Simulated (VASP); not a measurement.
Runs of VASP 6.6.1 on SiNi2. The structure is that of space group P6_3/mmc (No. 194), or close to it. The cells are those of the table. 

```csv
task,cell,k mesh,cutoff (eV),gap on the mesh (eV),pressure (GPa),relaxed volume (Å³/atom)
relaxation of shape and atoms at fixed volume,"relaxed from a = 3.872, b = 3.872, c = 4.941 Å, angles 90.0, 90.0, 120.0°, 6 atoms",12 × 12 × 8,600,none,6.5,-
relaxation of cell and atoms,"relaxed from a = 3.911, b = 3.911, c = 4.992 Å, angles 90.0, 90.0, 120.0°, 6 atoms",12 × 12 × 8,600,none,0.1,11.04
single point,"a = 4.147, b = 4.147, c = 4.839 Å, angles 90.0, 90.0, 120.0°, 6 atoms",12 × 12 × 8,520,none,(a),-
relaxation of shape and atoms at fixed volume,"relaxed from a = 3.837, b = 3.837, c = 4.876 Å, angles 90.0, 90.0, 120.0°, 6 atoms",12 × 12 × 8,600,none,14.3,-
relaxation of shape and atoms at fixed volume,"relaxed from a = 3.951, b = 3.951, c = 5.041 Å, angles 90.0, 90.0, 120.0°, 6 atoms",12 × 12 × 8,600,none,-5.6,-
single point,"a = 3.928, b = 3.928, c = 4.892 Å, angles 90.0, 90.0, 120.0°, 6 atoms",12 × 12 × 8,520,none,2.0,-
single point,"a = 3.931, b = 3.931, c = 4.892 Å, angles 90.0, 90.0, 120.0°, 6 atoms",12 × 12 × 8,520,none,(b),-
relaxation of cell and atoms,"relaxed from a = 3.836, b = 3.836, c = 4.948 Å, angles 90.0, 90.0, 120.0°, 6 atoms",6 × 6 × 4,600,none,-0.1,11.03
```

Alike in all rows: level PBE; potentials or basis VASP PAW PBE potentials, release 64 (Si, Ni); no spin polarisation; smearing gaussian 0.1 eV.

Q: Fill in the values left out.

A: (a) -13.9; (b) 1.7.

A gap of «none» marks levels without a gap at the run's occupations.
